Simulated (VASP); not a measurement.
The system is KTmI4.

```
CELL_PARAMETERS angstrom
-4.34189 4.34189 3.20603
4.34189 -4.34189 3.20603
4.34189 4.34189 -3.20603
ATOMIC_POSITIONS crystal
K 0.00000 0.00000 0.00000
Tm 0.50000 0.50000 0.00000
I 0.22243 0.22243 0.44486
I 0.77757 0.77757 0.55514
I 0.22243 0.77757 0.00000
I 0.77757 0.22243 0.00000
```

The cell was generated, and may not be a known phase.

| Item | Value |
| --- | --- |
| Program | VASP 6.6.1 |
| Task | relaxation of cell and atoms |
| Functional | PBE |
| Potentials or basis | VASP PAW PBE potentials, release 64 (K_sv, Tm_3, I), 4f in core |
| Cutoff | 500 eV |
| k mesh | 3 × 3 × 3 |
| Occupations | gaussian, width 0.15 eV |
| Spin | no spin polarisation |

At the start: pressure 5.9 GPa; volume 40.29 Å³/atom.

Q: How do energy, volume and symmetry change on relaxing?

A: Over 15 steps the energy falls by 1161.6 meV/atom and the volume is 72.53 Å³/atom (+80.0 %); space group I4/mmm (No. 139, to 0.1 Å) before and after.

Step by step:
| step | energy change (eV) | largest force (eV/Å) | pressure (GPa) | volume (Å³) |
| --- | --- | --- | --- | --- |
| 1 | 0.0000 | 3.0131 | 5.93 | 241.76 |
| 2 | -2.5673 | 1.9135 | 0.05 | 297.47 |
| 3 | -3.2407 | 1.6370 | -1.65 | 336.57 |
| 4 | -3.6414 | 1.5320 | -2.76 | 424.07 |
| 5 | -6.3233 | 1.0203 | -1.69 | 418.27 |
| 6 | -6.9062 | 0.1649 | 0.16 | 411.56 |
| 7 | -6.9052 | 0.0737 | 0.02 | 411.99 |
| 8 | -6.9148 | 0.0390 | 0.00 | 412.61 |
| 9 | -6.9351 | 0.0674 | -0.04 | 414.37 |
| 10 | -6.9334 | 0.2934 | -0.09 | 417.50 |
| 11 | -6.9419 | 0.1661 | -0.07 | 415.87 |
| 12 | -6.9498 | 0.0027 | 0.24 | 414.10 |
| 13 | -6.9501 | 0.0284 | 0.19 | 414.37 |
| 14 | -6.9568 | 0.0237 | 0.16 | 419.54 |
| 15 | -6.9694 | 0.0114 | 0.07 | 435.18 |

Final structure:
```
CELL_PARAMETERS angstrom
-4.47032 4.47032 5.44412
4.47032 -4.47032 5.44412
4.47032 4.47032 -5.44412
ATOMIC_POSITIONS crystal
K 0.00000 0.00000 0.00000
Tm 0.50000 0.50000 0.00000
I 0.27215 0.27215 0.54429
I 0.72785 0.72785 0.45571
I 0.27215 0.72785 0.00000
I 0.72785 0.27215 0.00000
```

Caveat: the volume moved by over 15 % at a fixed basis, so the end points are rough.
